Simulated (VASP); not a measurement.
Input of a VASP 6.6.1 run:

The input POSCAR:

```
InSb
1.0
    0.0000000000      3.2289949030      3.2289949030
    3.2289949030      0.0000000000      3.2289949030
    3.2289949030      3.2289949030      0.0000000000
In Sb
1 1
Direct
    0.0000000000      0.0000000000      0.0000000000
    0.2500000000      0.2500000000      0.2500000000
```

INCAR.step1

```
ALGO = Normal
EDIFF = 1E-5
ENCUT = 520
GGA = PE
ISIF = 2
ISMEAR = -1
LASPH = T
LCHARG = F
LREAL = F
LWAVE = T
NBANDS = 16
NELM = 80
PREC = Accurate
SIGMA = 0.05
```

INCAR.step2

```
ALGO = Normal
EDIFF = 1E-6
ENCUT = 520
GGA = PE
HFSCREEN = 0.2079
ISIF = 2
ISMEAR = -1
ISTART = 1
LASPH = T
LCHARG = F
LHFCALC = T
LREAL = F
LWAVE = F
NBANDS = 16
NELM = 80
PREC = Accurate
PRECFOCK = Normal
SIGMA = 0.05
```

The input KPOINTS:

```
k-points
0
Gamma
  4 4 4
```

Potentials or basis: VASP PAW PBE potentials, release 64 (In_d, Sb).

Run with:

```console
$ cat potpaw_PBE.64/In_d/POTCAR potpaw_PBE.64/Sb/POTCAR > POTCAR
$ cp INCAR.step1 INCAR
$ mpirun -np 1 vasp_std > vasp.out
$ cp INCAR.step2 INCAR
$ mpirun -np 1 vasp_std > vasp.out
```

**Question.** What does it give for the pressure?

**Answer.** 1.7 GPa.

**Question.** What does it give for the band gap on the k mesh?

**Answer.** 0.63 eV.

Caveat: the k points lie up to 0.42 Å⁻¹ apart; the PAW data sets were made with another functional, which shifts forces and pressure a little; spin-orbit coupling is left out, which moves the levels of the heavy elements.
